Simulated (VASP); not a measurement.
# C in VASP: relaxation of the atoms with PBE

Aim: the relaxation of the atoms of C with PBE.

All numbers are computed with VASP 6.6.1; they aren't measurements. Logs are shortened: lines on timing, memory, paths and dates and some standing lists are left out, and cuts for length are marked.

## 1. The cell of the first run

The cell holds a slab with vacuum, 10 atoms: a = 2.525 Å, b = 3.572 Å, c = 19.051 Å, α = 90.00°, β = 90.00°, γ = 90.00°.

## 2. Relaxation of the atoms, PBE

File INCAR:

```
SYSTEM = C
  ALGO = Fast
  DIPOL = 0.5 0.5 0.500
  EDIFF = 1E-6
  EDIFFG = -0.03
  ENCUT = 520
  GGA = PE
  IBRION = 2
  IDIPOL = 3
  ISIF = 2
  ISMEAR = 0
  LASPH = .TRUE.
  LCHARG = .FALSE.
  LDIPOL = .TRUE.
  LREAL = .FALSE.
  LWAVE = .FALSE.
  NELM = 60
  NSW = 70
  PREC = Accurate
  SIGMA = 0.05
```

File KPOINTS:

```
k-points
0
G
  10 8 1
  0 0 0
```

File POSCAR:

```
C
1.0
    2.5254662241      0.0000000000      0.0000000000
    0.0000000000      3.5715485855      0.0000000000
    0.0000000000      0.0000000000     19.0509324483
C
10
Selective dynamics
Direct
    0.5000000000      0.0000000000      0.3674360832  F F F
    0.0000000000      0.2500000000      0.3674360832  F F F
    0.0000000000      0.5000000000      0.4337180416  F F F
    0.5000000000      0.7500000000      0.4337180416  F F F
    0.5000000000      0.0000000000      0.5000000000  T T T
    0.0000000000      0.2500000000      0.5000000000  T T T
    0.0000000000      0.5000000000      0.5662819584  T T T
    0.5000000000      0.7500000000      0.5662819584  T T T
    0.5000000000      0.0000000000      0.6325639168  T T T
    0.0000000000      0.2500000000      0.6325639168  T T T
```

Potentials or basis: VASP PAW PBE potentials, release 64 (C).

Command:

```console
> cat potpaw_PBE.64/C/POTCAR > POTCAR
> mpirun -np 1 vasp_std > vasp.out
```

OUTCAR:

```text
SYSTEM = C
   EDIFF = 1E-6
   EDIFFG = -0.03
   ENCUT = 520
   GGA = PE
   IBRION = 2
   ISIF = 2
   ISMEAR = 0
   LASPH = .TRUE.
   LREAL = .FALSE.
   NELM = 60
   NSW = 70
   PREC = Accurate

 ion  position               nearest neighbor table
   1  0.500  0.000  0.367-   4 1.55   2 1.55   2 1.55
   2  0.000  0.250  0.367-   3 1.55   1 1.55   1 1.55
   3  0.000  0.500  0.434-   6 1.55   2 1.55   4 1.55   4 1.55
   4  0.500  0.750  0.434-   5 1.55   1 1.55   3 1.55   3 1.55
   5  0.500  0.000  0.500-   4 1.55   8 1.55   6 1.55   6 1.55
   6  0.000  0.250  0.500-   3 1.55   7 1.55   5 1.55   5 1.55
   7  0.000  0.500  0.566-   6 1.55  10 1.55   8 1.55   8 1.55
   8  0.500  0.750  0.566-   5 1.55   9 1.55   7 1.55   7 1.55
   9  0.500  0.000  0.633-   8 1.55  10 1.55  10 1.55
  10  0.000  0.250  0.633-   7 1.55   9 1.55   9 1.55

  LATTYP: Found a simple orthorhombic cell.
 ALAT       =     2.5254662241
 B/A-ratio  =     1.4142135624
 C/A-ratio  =     7.5435308802

  Lattice vectors:

 A1 = (   2.5254662241,   0.0000000000,   0.0000000000)
 A2 = (   0.0000000000,   3.5715485855,   0.0000000000)
 A3 = (   0.0000000000,   0.0000000000,  19.0509324483)

Analysis of symmetry for initial positions (statically):
=====================================================================
 Subroutine PRICEL returns:
 Original cell was already a primitive cell.

 Routine SETGRP: Setting up the symmetry group for a
 simple orthorhombic supercell.

 Subroutine GETGRP returns: Found  8 space group operations
 (whereof  4 operations were pure point group operations)
 out of a pool of  8 trial point group operations.

The static configuration has the point symmetry C_2v.
 The point group associated with its full space group is D_2h.

Analysis of symmetry for dynamics (positions and initial velocities):
=====================================================================
 Subroutine PRICEL returns:
 Original cell was already a primitive cell.

 Routine SETGRP: Setting up the symmetry group for a
 simple orthorhombic supercell.

 Subroutine GETGRP returns: Found  8 space group operations
 (whereof  4 operations were pure point group operations)
 out of a pool of  8 trial point group operations.

The dynamic configuration has the point symmetry C_2v.
 The point group associated with its full space group is D_2h.

[... 158 lines left out ...]
   LEPSILON=     F    determine dielectric tensor
   LRPA    =     F    only Hartree local field effects (RPA)
 conjugate gradient relaxation of ions
 non-spin polarized calculation
 RMM-DIIS sequential band-by-band and
 Gauss-broadening in eV      SIGMA  =   0.05
  energy-cutoff  :      520.00
  volume of cell :      171.84
 maximum number of plane-waves:      4666
 NGX is ok and might be reduce to    20
   NGX =  9   NGY = 13   NGZ = 71

--------------------------------------- Ionic step        1  -------------------------------------------

 number of electron      40.0000000 magnetization

 Free energy of the ion-electron system (eV)
  ---------------------------------------------------
  ext. energy  EPLUGINS =         0.00000000
  ---------------------------------------------------
  free energy    TOTEN  =       -83.42553732 eV

  energy without entropy =      -83.42054697  energy(sigma->0) =      -83.42304214

------------------------ aborting loop because EDIFF is reached ----------------------------------------

 vacuum level on the upper side and lower side of the slab       (xc-potential included)        -0.014        -0.014

  FORCE on cell =-STRESS in cart. coord.  units (eV):
  Direction    XX          YY          ZZ          XY          YZ          ZX
  --------------------------------------------------------------------------------------
  -------------------------------------------------------------------------------------
  Total       -6.0474506     -4.7087174     -5.8565753      0.0000000      0.0000000      0.0000000
  in kB      -56.3856445    -43.9034697    -54.6059481      0.0000000      0.0000000      0.0000000
  external PRESSURE =     -51.6316874 kB  Pullay stress =       0.0000000 kB
[... 113 lines left out ...]
  FREE ENERGIE OF THE ION-ELECTRON SYSTEM (eV)
  ---------------------------------------------------
  free  energy   TOTEN  =       -84.0409478260 eV

  energy  without entropy=      -84.0354668676  energy(sigma->0) =      -84.03820735

 dipolmoment           0.000000      0.000000      0.023607 electrons x Angstroem

[... ionic steps 4 to 15 ...]

--------------------------------------- Ionic step       16  -------------------------------------------

 number of electron      40.0000002 magnetization

------------------------ aborting loop because EDIFF is reached ----------------------------------------
[... 83 lines left out ...]
--------------------------------------- Ionic step       18  -------------------------------------------

 number of electron      40.0000002 magnetization

 dipolmoment           0.000000      0.000000     -0.030775 electrons x Angstroem

 Free energy of the ion-electron system (eV)
  ---------------------------------------------------
  ext. energy  EPLUGINS =         0.00000000
  ---------------------------------------------------
  free energy    TOTEN  =       -84.27107915 eV

  energy without entropy =      -84.26858984  energy(sigma->0) =      -84.26983450

 E-fermi :  -0.5695     XC(G=0):  -5.3713

 val. band max:       -0.5833070223   @ k =   0.2000   0.5000   0.0000
 cond. band min:      -0.5260962936   @ k =   0.2000   0.5000   0.0000
 fundamental gap:      0.0572107287
 Fermi energy:        -0.5694979349

 k-point     1 :       0.0000    0.0000    0.0000
  band No.  band energies     occupation
      1     -21.9753      2.00000
      2     -20.1151      2.00000
      3     -17.0870      2.00000
      4     -14.3229      2.00000
      5     -13.6075      2.00000
      6     -13.2738      2.00000
[... 685 lines left out ...]
     25       7.4857      0.00000
     26       7.4857      0.00000

 [... further k-points ...]

------------------------ aborting loop because EDIFF is reached ----------------------------------------

 vacuum level on the upper side and lower side of the slab       (xc-potential included)        -0.310         0.291

  FORCE on cell =-STRESS in cart. coord.  units (eV):
  Direction    XX          YY          ZZ          XY          YZ          ZX
  --------------------------------------------------------------------------------------
  -------------------------------------------------------------------------------------
  Total       -5.0017328      5.2406653     -2.6881342      0.0000000      0.0000000      0.0000000
  in kB      -46.6355076     48.8632829    -25.0638142      0.0000000      0.0000000      0.0000000
  external PRESSURE =      -7.6120130 kB  Pullay stress =       0.0000000 kB
[... 25 lines left out ...]
  FREE ENERGIE OF THE ION-ELECTRON SYSTEM (eV)
  ---------------------------------------------------
  free  energy   TOTEN  =       -84.2710791469 eV

  energy  without entropy=      -84.2685898431  energy(sigma->0) =      -84.26983450

 reached required accuracy - stopping structural energy minimisation

 vacuum level on the upper side and lower side of the slab         4.850         5.467
```

OSZICAR:

```text
N       E                     dE             d eps       ncg     rms          rms(c)
DAV:   1     0.294917699558E+03    0.29492E+03   -0.18549E+04  1560   0.131E+03
DAV:   2    -0.559148921246E+02   -0.35083E+03   -0.34288E+03  2214   0.298E+02
DAV:   3    -0.855537609084E+02   -0.29639E+02   -0.29378E+02  1832   0.946E+01
[... 198 lines left out ...]
DAV:   1    -0.842710689440E+02   -0.34147E-04   -0.86469E-03  1594   0.628E-01    0.174E-02
RMM:   2    -0.842710806964E+02   -0.11752E-04   -0.13175E-04  1581   0.817E-02    0.133E-02
RMM:   3    -0.842710824163E+02   -0.17199E-05   -0.23636E-05  1636   0.323E-02    0.122E-02
RMM:   4    -0.842710789738E+02    0.34425E-05   -0.63970E-06  1398   0.153E-02    0.454E-03
RMM:   5    -0.842710791469E+02   -0.17311E-06   -0.16196E-06   971   0.796E-03
  18 F= -.84271079E+02 E0= -.84269834E+02  d E =-.442634E-04
```

CONTCAR:

```text
C
   1.00000000000000
     2.5254662241000001    0.0000000000000000    0.0000000000000000
     0.0000000000000000    3.5715485855000000    0.0000000000000000
     0.0000000000000000    0.0000000000000000   19.0509324482999993
  C
    10
Selective dynamics
Direct
     0.5000000000000000    0.0000000000000000    0.3674360831999977   F   F   F
     0.0000000000000000    0.2500000000000000    0.3674360831999977   F   F   F
     0.0000000000000000    0.5000000000000000    0.4337180416000024   F   F   F
     0.5000000000000000    0.7500000000000000    0.4337180416000024   F   F   F
     0.5000000000000000    0.0023974501882888    0.4998145278881280   T   T   T
     0.0000000000000000    0.2476025498117112    0.4998145278881280   T   T   T
     0.0000000000000000    0.5096725723546643    0.5679506889800793   T   T   T
     0.5000000000000000    0.7403274276453358    0.5679506889800793   T   T   T
     0.5000000000000000    0.0294321015831579    0.6238033104608742   T   T   T
     0.0000000000000000    0.2205678984168421    0.6238033104608742   T   T   T

  0.00000000E+00  0.00000000E+00  0.00000000E+00
  0.00000000E+00  0.00000000E+00  0.00000000E+00
  0.00000000E+00  0.00000000E+00  0.00000000E+00
  0.00000000E+00  0.00000000E+00  0.00000000E+00
  0.00000000E+00  0.00000000E+00  0.00000000E+00
  0.00000000E+00  0.00000000E+00  0.00000000E+00
  0.00000000E+00  0.00000000E+00  0.00000000E+00
  0.00000000E+00  0.00000000E+00  0.00000000E+00
  0.00000000E+00  0.00000000E+00  0.00000000E+00
  0.00000000E+00  0.00000000E+00  0.00000000E+00
```

It took 16 min on 1 thread of Oxide Virtual Turin-like, shared host; peak memory 0.29 GiB.

Results:

- Free energy: -84.2711 eV
- Energy gained by relaxing: 84.6 meV/atom
- Ionic steps: 18
- Band gap on the k mesh: zero (bands 20 and 21 overlap by 0.14 eV)

Step by step:
```csv
step,energy change (eV),largest force on free atoms (eV/Å),pressure (GPa)
1,0.0000,4.5377,-5.16
2,0.0372,5.6117,-0.91
3,-0.6154,1.3749,-3.58
4,-0.7839,1.0173,-2.27
5,-0.7865,0.9486,-2.05
6,-0.6927,2.4141,-0.91
7,-0.8176,0.4966,-1.75
8,-0.8196,0.5875,-1.71
9,-0.8248,0.2964,-1.74
10,-0.8320,0.2144,-1.66
11,-0.8330,0.2806,-1.62
12,-0.8382,0.1942,-1.46
13,-0.8398,0.2802,-1.30
14,-0.8444,0.1086,-1.02
15,-0.8454,0.0515,-0.81
16,-0.8455,0.0434,-0.77
17,-0.8455,0.0376,-0.77
18,-0.8455,0.0096,-0.76
```

Final structure:
```yaml
crystal:
  lattice:
    - [2.52547, 0.00000, 0.00000]
    - [0.00000, 3.57155, 0.00000]
    - [0.00000, 0.00000, 19.05093]
  atoms:
    - { symbol: C, position: [0.50000, 0.00000, 0.36744] }
    - { symbol: C, position: [0.00000, 0.25000, 0.36744] }
    - { symbol: C, position: [0.00000, 0.50000, 0.43372] }
    - { symbol: C, position: [0.50000, 0.75000, 0.43372] }
    - { symbol: C, position: [0.50000, 0.00240, 0.49981] }
    - { symbol: C, position: [0.00000, 0.24760, 0.49981] }
    - { symbol: C, position: [0.00000, 0.50967, 0.56795] }
    - { symbol: C, position: [0.50000, 0.74033, 0.56795] }
    - { symbol: C, position: [0.50000, 0.02943, 0.62380] }
    - { symbol: C, position: [0.00000, 0.22057, 0.62380] }
```

Levels at points of the mesh, in eV from the Fermi level:
| k point | band 18 | band 19 | band 20 | band 21 | band 22 | band 23 |
| --- | --- | --- | --- | --- | --- | --- |
| (0.00, 0.00, 0.00) | -1.34 | -0.82 | 0.11 | 1.49 | 3.34 | 4.68 |
| (0.50, 0.00, 0.00) | -4.99 | -0.71 | -0.71 | -0.04 | -0.04 | 5.29 |
| (0.00, 0.50, 0.00) | -2.56 | -0.54 | -0.43 | 0.13 | 1.06 | 5.61 |
| (0.50, 0.50, 0.00) | -4.29 | -0.16 | -0.16 | 0.65 | 0.65 | 7.76 |
